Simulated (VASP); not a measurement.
**Sb: single point with PBE+D4**

Sheet: Sb, a sheet with vacuum.

```xyz
2
Lattice="4.0586 0.0000 0.0000 -2.0293 3.5148 0.0000 0.0000 0.0000 27.1000" Properties=species:S:1:pos:R:3 pbc="T T T"
Sb    0.0000    2.3432    6.9986
Sb    2.0293    1.1716    8.6514
```

```
Program             : VASP 6.6.1
Task                : single point
Functional          : PBE
Dispersion          : D4
Potentials or basis : VASP PAW PBE potentials, release 64 (Sb)
Cutoff              : 400 eV
k mesh              : 12 × 12 × 1
Occupations         : gaussian, width 0.03 eV
Spin                : no spin polarisation
```

The largest force is 0.082 eV/Å and the band gap on the k mesh is 1.16 eV, indirect (least direct gap 1.65 eV). The dispersion energy per atom is -0.277 eV.

Forces on the atoms (eV/Å):
```
Sb   0.000  0.000 -0.082
Sb   0.000  0.000  0.082
```

Levels at points of the mesh, in eV from the valence-band top:
```
           k point  band 1  band 2  band 3  band 4  band 5  band 6  band 7  band 8  band 9  band 10
(0.00, 0.00, 0.00)  -11.54   -6.46   -0.81    0.00    0.00    1.65    2.80    2.80    4.16     4.43
(0.50, 0.00, 0.00)   -9.53   -7.91   -3.13   -1.64   -1.63    1.56    2.29    3.52    4.92     6.76
```

Wall time 110 s on 1 thread of Intel(R) Xeon(R) 6975P-C (Granite Rapids), on a shared host, peak memory 0.34 GiB.

Caveat: spin-orbit coupling is left out, which moves the levels of the heavy elements.
